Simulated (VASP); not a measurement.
A run of VASP 6.6.1 is set up as follows.

INCAR

```
SYSTEM = AgPt3
ALGO = Normal
EDIFF = 1E-8
ENCUT = 520
ISIF = 2
ISMEAR = -1
LASPH = .True.
LCHARG = .False.
LEFG = .True.
LREAL = .False.
LWAVE = .False.
NBANDS = 28
NELM = 100
PREC = Accurate
SIGMA = 0.08
```

KPOINTS

```
k-points
0
Gamma
  9 9 9
  0 0 0
```

POSCAR

```
AgPt3
1.0
    3.9513216749      0.0000000000      0.0000000000
    0.0000000000      3.9513216749      0.0000000000
    0.0000000000      0.0000000000      3.9513216749
Ag Pt
1 3
Direct
    0.0000000000      0.0000000000      0.0000000000
    0.0000000000      0.5000000000      0.5000000000
    0.5000000000      0.0000000000      0.5000000000
    0.5000000000      0.5000000000      0.0000000000
```

Potentials or basis: VASP PAW LDA potentials, release 64 (Ag, Pt).

Run with:

```sh
$ cat potpaw_LDA.64/Ag/POTCAR potpaw_LDA.64/Pt/POTCAR > POTCAR
$ mpirun -np 1 vasp_std > vasp.out
```

Estimate the pressure.

-6.8 GPa.

Electric field gradients, principal values (V/Å²):
```tsv
atom	least	middle	greatest (by size)
1 Ag	0.000	0.000	0.000
2 Pt	5.884	5.884	-11.768
3 Pt	5.884	5.884	-11.768
4 Pt	5.884	5.884	-11.768
```

Caveat: without QUAD_EFG the Cq values of the log hold for a quadrupole moment of 1 mb, not for the nuclei.
